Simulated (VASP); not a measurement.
A run of VASP 6.6.1:

File INCAR:

```
SYSTEM = Ti3InC
PREC = Accurate ; ENCUT = 520
EDIFF = 1E-6 ; ISMEAR = 0
SIGMA = 0.15 ; LREAL = .FALSE.
LASPH = .TRUE. ; NELM = 60
ALGO = Normal ; ISIF = 2
LWAVE = .FALSE. ; LCHARG = .FALSE.
GGA = PS ; NBANDS = 34
```

The input KPOINTS:

```
Automatic mesh
0
G
  10 10 10
  0 0 0
```

File POSCAR:

```
Ti3InC
1.0
    4.3080613155      0.0000000000      0.0000000000
    0.0000000000      4.3080613155      0.0000000000
    0.0000000000      0.0000000000      4.3080613155
Ti In C
3 1 1
Direct
    0.5000000000      0.5000000000      0.0000000000
    0.5000000000      0.0000000000      0.5000000000
    0.0000000000      0.5000000000      0.5000000000
    0.0000000000      0.0000000000      0.0000000000
    0.5000000000      0.5000000000      0.5000000000
```

Potentials or basis: VASP PAW PBE potentials, release 64 (Ti_sv, In_d, C).

Command:

```sh
$ cat potpaw_PBE.64/Ti_sv/POTCAR potpaw_PBE.64/In_d/POTCAR potpaw_PBE.64/C/POTCAR > POTCAR
$ mpirun -np 1 vasp_std > vasp.out
```

Hardware: 1 thread of Intel(R) Xeon(R) 6975P-C (Granite Rapids) (shared host).

Question: How long does it take, and how much memory?

Answer: It took 42 s on 1 thread of Intel(R) Xeon(R) 6975P-C (Granite Rapids), with other jobs on the host, peak memory 0.27 GiB. Counts: scf iterations 14, k points 56.
